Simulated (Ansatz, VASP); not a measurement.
## Two plane-wave programs on Tc

File INCAR:

```
SYSTEM = Tc
PREC     = Accurate       ! precision mode
ENCUT    = 520            ! plane-wave cutoff, eV
EDIFF    = 1E-7           ! SCF threshold, eV
ISMEAR   = -1             ! smearing method
SIGMA    = 0.05           ! smearing width, eV
LREAL    = .FALSE.        ! projectors in reciprocal space
LASPH    = .TRUE.         ! aspherical terms in the spheres
NELM     = 60             ! most SCF steps
ALGO     = Fast           ! electronic algorithm
ISIF     = 2              ! what is computed and relaxed
LWAVE    = .FALSE.        ! write WAVECAR
LCHARG   = .FALSE.        ! write CHGCAR
GGA      = PE             ! functional
NBANDS   = 20             ! bands
```

KPOINTS

```
Automatic mesh
0
G
  9 9 5
  0 0 0
```

Contents of POSCAR:

```
Tc
1.0
    2.7400000000      0.0000000000      0.0000000000
   -1.3700000000      2.3729096064      0.0000000000
    0.0000000000      0.0000000000      4.5739200000
Tc
2
Direct
    0.6666666667      0.3333333333      0.7500000000
    0.3333333333      0.6666666667      0.2500000000
```

input.yaml

```yaml
crystal:
  lattice:
    - [2.74, 0.0, 0.0]
    - [-1.37, 2.3729096064, 0.0]
    - [0.0, 0.0, 4.57392]
  atoms:
    - { symbol: Tc, position: [0.6666666667, 0.3333333333, 0.75] }
    - { symbol: Tc, position: [0.3333333333, 0.6666666667, 0.25] }
hamiltonian:
  xc: pbe
  pseudopotentials: { kind: paw }
kpoints:
  mp_grid: { grid: [9, 9, 5] }
  band_path:
    path:
      - [[0.0, 0.0, 0.0], [0.5, 0.0, 0.0], [0.3333333333, 0.3333333333, 0.0], [0.0, 0.0, 0.0], [0.0, 0.0, 0.5], [0.5, 0.0, 0.5], [0.3333333333, 0.3333333333, 0.5], [0.0, 0.0, 0.5]]
      - [[0.5, 0.0, 0.5], [0.5, 0.0, 0.0]]
      - [[0.3333333333, 0.3333333333, 0.0], [0.3333333333, 0.3333333333, 0.5]]
    npoints: 14
scf:
  occupations: { method: fermi_dirac, width: 0.05 }
  n_extra_bands: 6
output:
  forces: true
  stress: true
  eigenvalues: true
  fatbands: false
```

Alike in both runs: functional PBE; k mesh 9 × 9 × 5; occupations fermi-dirac, width 0.05 eV; no spin polarisation.

|  | VASP | Ansatz |
| --- | --- | --- |
| version | VASP 6.6.1 | Ansatz 0.2.0 |
| potentials or method | VASP PAW PBE potentials, release 64 (Tc_pv) | Ansatz PAW earlier set |
| plane-wave cutoff (eV) | 520 | 500 |
| valence electrons in the cell | 26 | 30 |
| task | single point | band structure |

```csv
,VASP,Ansatz,Ansatz less VASP
gap on the k mesh at the Fermi level (eV),none,none,-
pressure (GPa),-8.3,-7.7,+0.62
"traceless stress, the component that is largest in VASP (GPa)",-10.33,-10.36,-0.032
```

A gap of «none» marks a metal or a gap that the smearing closes. The functional is the same, so the differences come from potentials, cutoffs and numerics. VASP's potentials hold 26 valence electrons a cell and Ansatz's 30, so a difference there can come from the potentials and not from the codes.
